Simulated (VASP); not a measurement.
Here is a VASP 6.6.1 calculation.

INCAR

```
  ALGO = Normal
  EDIFF = 1E-6
  ENCUT = 520
  GGA = CA
  ISIF = 2
  ISMEAR = -1
  LASPH = True
  LCHARG = False
  LREAL = False
  LWAVE = False
  NBANDS = 18
  NELM = 60
  PREC = Accurate
  SIGMA = 0.1
```

File KPOINTS:

```
k-points
0
Gamma
  10 10 6
```

POSCAR

```
PtS2
1.0
    3.5630800291      0.0000000000      0.0000000000
   -1.7815400146      3.0857178209      0.0000000000
    0.0000000000      0.0000000000      4.5192235037
Pt S
1 2
Direct
    0.0000000000      0.0000000000      0.0000000000
    0.3333333333      0.6666666667      0.2626984796
    0.6666666667      0.3333333333      0.7373015204
```

Potentials or basis: VASP PAW LDA potentials, release 64 (Pt, S).

The run is started by

```bash
$ cat potpaw_LDA.64/Pt/POTCAR potpaw_LDA.64/S/POTCAR > POTCAR
$ mpirun -np 1 vasp_std > vasp.out
```

Q: Estimate the band gap on the k mesh.

A: Zero (bands 11 and 12 overlap by 0.15 eV).

Q: What does it give for the pressure?

A: 0.0 GPa.

Caveat: spin-orbit coupling is left out, which moves the levels of the heavy elements.
